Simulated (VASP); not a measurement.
Wanted: the native input for a VASP 6.6.1 run.

```
Task                   : relaxation of cell and atoms
Functional             : PBEsol
Potentials or basis    : VASP PAW PBE potentials, release 64 (K_sv, Cl)
Cutoff                 : 600 eV
k mesh                 : 6 × 6 × 6
Occupations            : gaussian, width 0.01 eV
Spin                   : no spin polarisation
Target pressure        : 15 GPa
Dipole correction      : no
Further INCAR settings : ALGO = Normal; EDIFF = 1e-07; IBRION = 2; EDIFFG = -0.002; NSW = 100; ISIF = 3
```

The structure of KCl lies in POSCAR:

```
KCl
1.0
    3.1212775812      3.1212775812      0.0000000000
   -3.1212775812      3.1212775812      0.0000000000
    0.0000000000      3.1212775812      3.1212775812
K Cl
1 1
Direct
    0.0000000000      0.0000000000      0.0000000000
    0.5000000000      0.5000000000      0.0000000000
```

One way to write it, as run:

INCAR

```
PREC = Accurate
ENCUT = 600
EDIFF = 1E-7
ISMEAR = 0
SIGMA = 0.01
LREAL = False
LASPH = True
NELM = 80
ALGO = Normal
ISIF = 3
LWAVE = False
LCHARG = False
GGA = PS
IBRION = 2
NSW = 100
EDIFFG = -0.002
PSTRESS = 150.0
```

KPOINTS

```
regular mesh
0
Gamma
  6 6 6
```

Potentials or basis: VASP PAW PBE potentials, release 64 (K_sv, Cl).

Command:

```console
$ cat potpaw_PBE.64/K_sv/POTCAR potpaw_PBE.64/Cl/POTCAR > POTCAR
$ mpirun -np 1 vasp_std > vasp.out
```

Results of the run:

```yaml
Relaxed_volume: 21.66 Å³/atom
Relaxed_cell: a = 3.942 Å, b = 3.942 Å, c = 3.942 Å, α = 60.00°, β = 60.00°, γ = 90.00°
Space_group_after_relaxing_to_0.1_Å: Fm-3m (No. 225)
Energy_change_on_relaxing_the_run_minimises_the_enthalpy: +296.1 meV/atom
Ionic_steps: 6
Pressure_after_relaxing: 15.0 GPa
Band_gap_on_the_k_mesh: 5.66 eV (least direct gap 5.91 eV)
```

Caveat: the cell is relaxed towards a set pressure, so the run minimises the enthalpy, not the energy; the volume moved by over 15 % at a fixed basis, so the end points are rough; the PAW data sets were made with another functional, which shifts forces and pressure a little.

It took 86 s on 1 thread of Intel(R) Xeon(R) Platinum 8488C (Sapphire Rapids) (shared host), peak memory 0.21 GiB.
